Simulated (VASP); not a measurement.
Input of a VASP 6.6.1 run:

File INCAR:

```
ALGO = Normal
EDIFF = 1E-6
ENCUT = 520
GGA = PE
ISIF = 2
ISMEAR = 0
LASPH = True
LCHARG = False
LREAL = False
LWAVE = False
NBANDS = 35
NELM = 80
PREC = Accurate
SIGMA = 0.01
```

The input KPOINTS:

```
k-points
0
Gamma
  12 12 2
```

POSCAR

```
Te2Mo
1.0
    3.5421312184      0.0000000000      0.0000000000
   -1.7710656092      3.0675756187      0.0000000000
    0.0000000000      0.0000000000     14.1762746771
Te Mo
4 2
Direct
    0.3333333333      0.6666666667      0.1233989677
    0.6666666667      0.3333333333      0.6234238173
    0.6666666667      0.3333333333      0.8766010323
    0.3333333333      0.6666666667      0.3765761827
    0.3333333333      0.6666666667      0.7500123839
    0.6666666667      0.3333333333      0.2499876161
```

Potentials or basis: VASP PAW PBE potentials, release 64 (Te, Mo_sv).

Run with:

```console
$ cat potpaw_PBE.64/Te/POTCAR potpaw_PBE.64/Mo_sv/POTCAR > POTCAR
$ mpirun -np 1 vasp_std > vasp.out
```

Question: What does it give for the largest force?

Answer: 0.213 eV/Å.

Question: Estimate the band gap on the k mesh.

Answer: 0.82 eV (least direct gap 1.00 eV).

Question: Predict the pressure.

Answer: 1.9 GPa.

Forces in eV/Å, atoms in the order of the input:
```
Te   0.000  0.000 -0.213
Te   0.000  0.000 -0.213
Te   0.000  0.000  0.213
Te   0.000  0.000  0.213
Mo   0.000  0.000  0.000
Mo   0.000  0.000  0.000
```

Caveat: spin-orbit coupling is left out, which moves the levels of the heavy elements. A k mesh can miss the band edges.
